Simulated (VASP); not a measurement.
Set up this calculation in VASP 6.6.1, as the native input.

```yaml
Task: single point
Functional: LDA
Potentials_or_basis: VASP PAW LDA potentials, release 64 (Pd, C, O)
Cutoff: 520 eV
k_mesh: 11 × 11 × 1
Occupations: gaussian, width 0.1 eV
Spin: no spin polarisation
Dipole_correction: yes
Further_INCAR_settings: ALGO = Fast; EDIFF = 1e-07; NBANDS = 34
```

The structure of Pd4CO (Palladium) lies in POSCAR:

```
Pd4CO
1.0
    2.7145474439      0.0000000000      0.0000000000
    0.0000000000      2.7145474439      0.0000000000
    0.0000000000      0.0000000000     25.9084247163
Pd C O
4 1 1
Direct
    0.5000000000      0.5000000000      0.3280786113
    0.0000000000      0.0000000000      0.4021655126
    0.5000000000      0.5000000000      0.4768851937
    0.0000000000      0.0000000000      0.5542473974
    0.0000000000      0.0000000000      0.6252013627
    0.0000000000      0.0000000000      0.6692677126
```

These files were run (other wordings do the same):

INCAR

```
SYSTEM = Pd4CO
PREC     = Accurate       ! precision mode
ENCUT    = 520            ! plane-wave cutoff, eV
EDIFF    = 1E-7           ! SCF threshold, eV
ISMEAR   = 0              ! smearing method
SIGMA    = 0.1            ! smearing width, eV
LREAL    = .FALSE.        ! projectors in reciprocal space
LASPH    = .TRUE.         ! aspherical terms in the spheres
NELM     = 80             ! most SCF steps
ALGO     = Fast           ! electronic algorithm
ISIF     = 2              ! what is computed and relaxed
LWAVE    = .FALSE.        ! write WAVECAR
LCHARG   = .FALSE.        ! write CHGCAR
LDIPOL   = .TRUE.       
IDIPOL   = 3            
DIPOL    = 0.5 0.5 0.509
NBANDS   = 34             ! bands
```

KPOINTS

```
regular mesh
0
G
  11 11 1
  0 0 0
```

Potentials or basis: VASP PAW LDA potentials, release 64 (Pd, C, O).

Launch:

```console
$ cat potpaw_LDA.64/Pd/POTCAR potpaw_LDA.64/C/POTCAR potpaw_LDA.64/O/POTCAR > POTCAR
$ mpirun -np 1 vasp_std > vasp.out
```

Results of the run:

```json
{"Largest force": "1.027 eV/Å", "Band gap on the k mesh": "zero (band 25 reaches 0.71 eV, above the bottom of band 26 at -0.43 eV)"}
```

Run time: 2 min on 1 thread of Intel(R) Xeon(R) 6975P-C (Granite Rapids), with other jobs on the host, peak memory 0.28 GiB.
